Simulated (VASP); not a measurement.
# Cs (P6_3/mmc) in VASP: single point with LDA

Aim: the single point of Cs with LDA.

Program: VASP 6.6.1. These are calculated values, not measurements. Logs are shortened: lines on timing, memory, paths and dates and some standing lists are left out, and cuts for length are marked.

### 1 The cell of the first run

Symmetry: P6_3/mmc, No. 194, hexagonal system. Conventional cell: a = 5.566 Å, b = 5.566 Å, c = 9.258 Å, α = 90.00°, β = 90.00°, γ = 120.00°.

### 2 Single point, LDA

The input, INCAR:

```
SYSTEM = Cs
PREC     = Accurate       ! precision mode
ENCUT    = 520            ! plane-wave cutoff, eV
EDIFF    = 1E-6           ! SCF threshold, eV
ISMEAR   = 0              ! smearing method
SIGMA    = 0.1            ! smearing width, eV
LREAL    = .False.        ! projectors in reciprocal space
LASPH    = .True.         ! aspherical terms in the spheres
NELM     = 100            ! most SCF steps
ALGO     = Normal         ! electronic algorithm
ISIF     = 2              ! what is computed and relaxed
LWAVE    = .False.        ! write WAVECAR
LCHARG   = .False.        ! write CHGCAR
GGA      = CA             ! functional
NBANDS   = 16             ! bands
```

The input, KPOINTS:

```
regular mesh
0
Gamma
  2 2 1
  0 0 0
```

The input, POSCAR:

```
Cs
1.0
    5.5663060000      0.0000000000      0.0000000000
   -2.7831530000      4.8205620000      0.0000000000
    0.0000000000      0.0000000000      9.2584790000
Cs
2
Direct
    0.3333333333      0.6666666667      0.2500000000
    0.6666666667      0.3333333333      0.7500000000
```

Potentials or basis: VASP PAW LDA potentials, release 64 (Cs_sv).

Started as:

```console
$ cat potpaw_LDA.64/Cs_sv/POTCAR > POTCAR
$ mpirun -np 1 vasp_std > vasp.out
```

OUTCAR:

```text
SYSTEM = Cs
   PREC = Accurate
   ENCUT = 520
   EDIFF = 1E-6
   ISMEAR = 0
   LREAL = .False.
   LASPH = .True.
   NELM = 100
   ISIF = 2
   GGA = CA

 ion  position               nearest neighbor table
   1  0.333  0.667  0.250-
   2  0.667  0.333  0.750-

  LATTYP: Found a hexagonal cell.
 ALAT       =     5.5663060000
 C/A-ratio  =     1.6633075868

  Lattice vectors:

 A1 = (   5.5663060000,   0.0000000000,   0.0000000000)
 A2 = (  -2.7831530000,   4.8205620000,   0.0000000000)
 A3 = (   0.0000000000,   0.0000000000,   9.2584790000)

Analysis of symmetry for initial positions (statically):
=====================================================================
 Subroutine PRICEL returns:
 Original cell was already a primitive cell.

 Routine SETGRP: Setting up the symmetry group for a
 hexagonal supercell.

 Subroutine GETGRP returns: Found 24 space group operations
 (whereof 12 operations were pure point group operations)
 out of a pool of 24 trial point group operations.

The static configuration has the point symmetry D_3d.
 The point group associated with its full space group is D_6h.

Analysis of symmetry for dynamics (positions and initial velocities):
=====================================================================
 Subroutine PRICEL returns:
 Original cell was already a primitive cell.

 Routine SETGRP: Setting up the symmetry group for a
 hexagonal supercell.

 Subroutine GETGRP returns: Found 24 space group operations
 (whereof 12 operations were pure point group operations)
 out of a pool of 24 trial point group operations.

The dynamic configuration has the point symmetry D_3d.
 The point group associated with its full space group is D_6h.

 Subroutine INISYM returns: Found 24 space group operations
 (whereof 12 operations are pure point group operations),
 and found     1 'primitive' translations

----------------------------------------------------------------------------------------

                                     Primitive cell

  volume of cell :     248.4302

  direct lattice vectors                    reciprocal lattice vectors
     5.566306000  0.000000000  0.000000000     0.179652358  0.103722346  0.000000000
    -2.783153000  4.820562000  0.000000000     0.000000000  0.207444692  0.000000000
     0.000000000  0.000000000  9.258479000     0.000000000  0.000000000  0.108009102

  length of vectors
     5.566306000  5.566305653  9.258479000     0.207444679  0.207444692  0.108009102

  position of ions in fractional coordinates (direct lattice)
     0.333333333  0.666666667  0.250000000
     0.666666667  0.333333333  0.750000000

  ion indices of the primitive-cell ions
   primitive index   ion index
                 1           1
                 2           2

----------------------------------------------------------------------------------------

 KPOINTS: regular mesh

Automatic generation of k-mesh.
 Grid dimensions read from file:
 generate k-points for:    2    2    1

 Generating k-lattice:

  Cartesian coordinates                     Fractional coordinates (reciprocal lattice)
     0.089826179  0.051861173  0.000000000     0.500000000  0.000000000  0.000000000
     0.000000000  0.103722346  0.000000000     0.000000000  0.500000000  0.000000000
     0.000000000  0.000000000  0.108009102     0.000000000  0.000000000  1.000000000

  Length of vectors
     0.103722340  0.103722346  0.108009102

  Shift w.r.t. Gamma in fractional coordinates (k-lattice)
     0.000000000  0.000000000  0.000000000

 Subroutine IBZKPT returns following result:
 ===========================================

 Found      2 irreducible k-points:

 Following reciprocal coordinates:
            Coordinates               Weight
  0.000000  0.000000  0.000000      1.000000
  0.500000  0.000000  0.000000      3.000000
   k-points           NKPTS =      2   k-points in BZ     NKDIM =      2   number of bands    NBANDS=     16
   number of dos      NEDOS =    301   number of ions     NIONS =      2
   total plane-waves  NPLWV = 123480
   dimension x,y,z NGX =    42 NGY =   42 NGZ =   70
   dimension x,y,z NGXF=    84 NGYF=   84 NGZF=  140
   ions per type =               2
   NGX,Y,Z   is equivalent  to a cutoff of  12.54, 12.54, 12.57 a.u.
   NGXF,Y,Z  is equivalent  to a cutoff of  25.09, 25.09, 25.14 a.u.
 SYSTEM =  Cs
   PREC   = accura    normal or accurate (medium, high low for compatibility)
   ISTART =      0    job   : 0-new  1-cont  2-samecut
   ICHARG =      2    charge: 1-file 2-atom 10-const
   ISPIN  =      1    spin polarized calculation?
   LNONCOLLINEAR =      F non collinear calculations
   LSORBIT =      F    spin-orbit coupling
   LASPH  =      T    aspherical Exc in radial PAW
   ENCUT  =  520.0 eV  38.22 Ry    6.18 a.u.  10.35 10.35 17.21*2*pi/ulx,y,z
   NELM   =    100;   NELMIN=  2; NELMDL= -5     # of ELM steps
   EDIFF  = 0.1E-05   stopping-criterion for ELM
   LREAL  =      F    real-space projection
   EDIFFG = 0.1E-04   stopping-criterion for IOM
   NSW    =      0    number of steps for IOM
   IBRION =     -1    ionic relax: 0-MD 1-quasi-New 2-CG
   NFREE  =      0    steps in history (QN), initial steepest desc. (CG)
   ISIF   =      2    stress and relaxation
   ISYM   =      2    0-nonsym 1-usesym 2-fastsym
   POTIM  = 0.5000    time-step for ionic-motion
   TEBEG  =    0.0;   TEEND  =   0.0 temperature during run
   PSTRESS=    0.0 pullay stress
   NELECT =      18.0000    total number of electrons
   NUPDOWN=      -1.0000    fix difference up-down
   EMIN   =  10.00;   EMAX   =-10.00  energy-range for DOS
   EFERMI =   0.00;   METHOD = LEGACY
   ISMEAR =     0;   SIGMA  =   0.10  broadening in eV -4-tet -1-fermi 0-gaus
   EFERMI_NEDOS =   21; number of points for ismear=-14 and -15
   IALGO  =     38    algorithm
   IMIX   =      4    mixing-type and parameters
     AMIX     =   0.40;   BMIX     =  1.00
     AMIX_MAG =   1.60;   BMIX_MAG =  1.00
  volume/ion in A,a.u.               =     124.22       838.24
  Fermi-wavevector in a.u.,A,eV,Ry     =   0.682492  1.289723  6.337529  0.465795
  Thomas-Fermi vector in A             =   1.761581
   LORBIT       =      0    0 simple, 1 ext, 2 COOP (PROOUT), +10 PAW based schemes
   GGA     = CA    functional components
   LHFCALC =     F    Hartree Fock is set to
   AEXX    =    0.0000 exact exchange contribution
   IVDW    =     0    specifies the selected vdW correction
   LEPSILON=     F    determine dielectric tensor
   LRPA    =     F    only Hartree local field effects (RPA)
 non-spin polarized calculation
 Gauss-broadening in eV      SIGMA  =   0.10
  energy-cutoff  :      520.00
  volume of cell :      248.43
 maximum number of plane-waves:      6689
 NGX is ok and might be reduce to    42
   NGX = 21   NGY = 21   NGZ = 35

 number of electron      18.0000000 magnetization

 Free energy of the ion-electron system (eV)
  ---------------------------------------------------
  ext. energy  EPLUGINS =         0.00000000
  ---------------------------------------------------
  free energy    TOTEN  =        -1.68100104 eV

  energy without entropy =       -1.63844153  energy(sigma->0) =       -1.65972129

 E-fermi :   0.1551     XC(G=0):  -5.2892

 val. band max:        0.1192459403   @ k =   0.5000   0.0000   0.0000
 cond. band min:       0.5592903067   @ k =   0.5000   0.0000   0.0000
 fundamental gap:      0.4400443664
 Fermi energy:         0.1551072511

 k-point     1 :       0.0000    0.0000    0.0000
  band No.  band energies     occupation
      1     -23.6869      2.00000
      2     -23.6830      2.00000
      3     -10.5544      2.00000
      4     -10.4524      2.00000
      5     -10.4394      2.00000
      6     -10.4394      2.00000
[... 8 lines left out ...]
     15       2.7353      0.00000
     16       2.7353      0.00000

 k-point     2 :       0.5000    0.0000    0.0000
  band No.  band energies     occupation
      1     -23.6825      2.00000
      2     -23.6812      2.00000
      3     -10.5272      2.00000
      4     -10.5121      2.00000
      5     -10.5084      2.00000
      6     -10.4754      2.00000
[... 8 lines left out ...]
     15       2.4223      0.00000
     16       3.4707      0.00000

------------------------ aborting loop because EDIFF is reached ----------------------------------------

  FORCE on cell =-STRESS in cart. coord.  units (eV):
  Direction    XX          YY          ZZ          XY          YZ          ZX
  --------------------------------------------------------------------------------------
  -------------------------------------------------------------------------------------
  Total       -0.7917009     -0.7917007     -0.9198482      0.0000000     -0.0000000      0.0000000
  in kB       -5.1058412     -5.1058404     -5.9322896      0.0000000     -0.0000000      0.0000000
  external PRESSURE =      -5.3813238 kB  Pullay stress =       0.0000000 kB

 VOLUME and BASIS-vectors are now :
 -----------------------------------------------------------------------------
  energy-cutoff  :      520.00
  volume of cell :      248.43
      direct lattice vectors                 reciprocal lattice vectors
     5.566306000  0.000000000  0.000000000     0.179652358  0.103722346  0.000000000
    -2.783153000  4.820562000  0.000000000     0.000000000  0.207444692  0.000000000
     0.000000000  0.000000000  9.258479000     0.000000000  0.000000000  0.108009102

 POSITION                                       TOTAL-FORCE (eV/Angst)
 -----------------------------------------------------------------------------------
     -0.00000      3.21371      2.31462        -0.000000      0.000000      0.000000
      2.78315      1.60685      6.94386         0.000000      0.000000      0.000000
 -----------------------------------------------------------------------------------
    total drift:                               -0.000000      0.000000     -0.000000

  FREE ENERGIE OF THE ION-ELECTRON SYSTEM (eV)
  ---------------------------------------------------
  free  energy   TOTEN  =        -1.6810010394 eV

  energy  without entropy=       -1.6384415313  energy(sigma->0) =       -1.65972129
```

It took 18 s on 1 thread of AMD EPYC 7R13, shared host; peak memory 0.21 GiB.

What came out:

- Free energy: -1.6810 eV
- Pressure: -0.5 GPa
- Band gap on the k mesh: zero (band 9 reaches 0.12 eV, above the bottom of band 10 at 0.06 eV)

Caveat: the k points lie up to 0.68 Å⁻¹ apart; spin-orbit coupling is left out, which moves the levels of the heavy elements.
